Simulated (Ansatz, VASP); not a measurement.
**One calculation of Mo, two programs**

The input INCAR:

```
  PREC = Accurate
  ENCUT = 520
  EDIFF = 1E-7
  ISMEAR = 0
  SIGMA = 0.1
  LREAL = False
  LASPH = True
  NELM = 100
  ALGO = Normal
  ISIF = 2
  LWAVE = False
  LCHARG = True
  GGA = PS
  LELF = True
  LVHAR = True
  NBANDS = 13
```

Contents of KPOINTS:

```
Automatic mesh
0
Gamma
  16 16 16
```

POSCAR

```
Mo
1.0
   -1.5820441300      1.6291741300      1.6291741300
    1.5820441300     -1.6291741300      1.6291741300
    1.5820441300      1.6291741300     -1.6291741300
Mo
1
Direct
    0.0000000000      0.0000000000      0.0000000000
```

Input for Ansatz:

```yaml
crystal:
  lattice:
    - [-1.58204413, 1.62917413, 1.62917413]
    - [1.58204413, -1.62917413, 1.62917413]
    - [1.58204413, 1.62917413, -1.62917413]
  atoms:
    - { symbol: Mo, position: [0.0, 0.0, 0.0] }
basis:
  ecutwfc: 420
kpoints:
  mp_grid: { grid: [16, 16, 16] }
hamiltonian:
  xc: pbesol
scf:
  occupations: { method: gaussian, width: 0.1 }
output:
  forces: true
  stress: true
  eigenvalues: true
  populations: true
```

Alike in both runs: task single point; functional PBEsol; k mesh 16 × 16 × 16; occupations gaussian, width 0.1 eV; no spin polarisation.

|  | VASP | Ansatz |
| --- | --- | --- |
| version | VASP 6.6.1 | Ansatz 0.2.0 |
| potentials or method | VASP PAW PBE potentials, release 64 (Mo_sv), cutoff 520 eV | scalar-relativistic, plane waves, PAW |
| valence electrons in the cell | 14 | 14 |

|  | VASP | Ansatz | Ansatz less VASP |
| --- | --- | --- | --- |
| gap on the k mesh at the Fermi level (eV) | none | none | - |
| pressure (GPa) | -20.7 | -21.1 | -0.36 |
| traceless stress, the component that is largest in VASP (GPa) | 5.26 | 5.26 | -0.003 |

VASP's potentials were made for PBE, not for PBEsol. A gap of «none» marks a metal or a gap that the smearing closes.
